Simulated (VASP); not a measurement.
W:

```
W
1.0
    -1.58234    1.58234    1.58234
     1.58234   -1.58234    1.58234
     1.58234    1.58234   -1.58234
W
1
Direct
  0.00000 0.00000 0.00000
```

| Quantity | Value |
| --- | --- |
| Program | VASP 6.6.1 |
| Task | relaxation of cell and atoms |
| Functional | PBE |
| Potentials or basis | VASP PAW PBE potentials, release 64 (W_sv) |
| Cutoff | 600 eV |
| k mesh | 10 × 10 × 10 |
| Occupations | gaussian, width 0.02 eV |
| Spin | no spin polarisation |

At the start: pressure 6.5 GPa; volume 15.85 Å³/atom.

Problem. Where does the relaxation end?

Solution. Over 4 steps the energy falls by 6.4 meV/atom and the volume is 16.17 Å³/atom (+2.0 %); space group Im-3m (No. 229, to 0.1 Å) before and after.

Step by step:
```csv
step,energy change (eV),largest force (eV/Å),pressure (GPa),volume (Å³)
1,0.0000,0.0000,6.50,15.85
2,0.0690,0.0000,-18.85,17.37
3,-0.0064,0.0000,-0.15,16.18
4,-0.0064,0.0000,-0.04,16.17
```

Final structure:
```cif
data_structure
_symmetry_space_group_name_H-M 'P 1'
_symmetry_Int_Tables_number 1
_cell_length_a 2.7592
_cell_length_b 2.7592
_cell_length_c 2.7592
_cell_angle_alpha 109.471
_cell_angle_beta 109.471
_cell_angle_gamma 109.471
_cell_volume 16.17
loop_
_atom_site_label
_atom_site_type_symbol
_atom_site_fract_x
_atom_site_fract_y
_atom_site_fract_z
_atom_site_occupancy
W1 W 0.00000 0.00000 0.00000 1
```
